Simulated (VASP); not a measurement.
Write the native input for VASP 6.6.1 that does the following.

- Task: single point
- Functional: PBE
- Potentials or basis: VASP PAW PBE potentials, release 64 (La, O)
- Cutoff: 520 eV
- k mesh: 12 × 12 × 4
- Occupations: fermi-dirac, width 0.02 eV
- Spin: no spin polarisation
- Dipole correction: no
- Further INCAR settings: ALGO = Normal; EDIFF = 1e-06; NBANDS = 28

The structure of La2O3 lies in POSCAR:

```
La2O3
1.0
    3.9404478293      0.0000000000      0.0000000000
   -1.9702239147      3.4125279225      0.0000000000
    0.0000000000      0.0000000000      6.1873564511
La O
2 3
Direct
    0.6666666667      0.3333333333      0.7526274768
    0.3333333333      0.6666666667      0.2473725232
    0.6666666667      0.3333333333      0.3546952482
    0.3333333333      0.6666666667      0.6453047518
    0.0000000000      0.0000000000      0.0000000000
```

One way to write it, as run:

INCAR

```
SYSTEM = La2O3
PREC = Accurate
ENCUT = 520
EDIFF = 1E-6
ISMEAR = -1
SIGMA = 0.02
LREAL = .FALSE.
LASPH = .TRUE.
NELM = 100
ALGO = Normal
ISIF = 2
LWAVE = .FALSE.
LCHARG = .TRUE.
GGA = PE
LELF = .TRUE.
LVHAR = .TRUE.
NBANDS = 28
```

KPOINTS

```
Automatic mesh
0
G
  12 12 4
  0 0 0
```

Potentials or basis: VASP PAW PBE potentials, release 64 (La, O).

Command:

```sh
$ cat potpaw_PBE.64/La/POTCAR potpaw_PBE.64/O/POTCAR > POTCAR
$ mpirun -np 1 vasp_std > vasp.out
```

Results of the run:

```json
{
  "Pressure": "-0.3 GPa",
  "Largest force": "0.012 eV/Å",
  "Band gap on the k mesh": "3.85 eV (least direct gap 3.98 eV)"
}
```

Caveat: spin-orbit coupling is left out, which moves the levels of the heavy elements.

Run time: 2 min on 1 thread of Intel(R) Xeon(R) 6975P-C (Granite Rapids), on a shared host, peak memory 0.29 GiB.
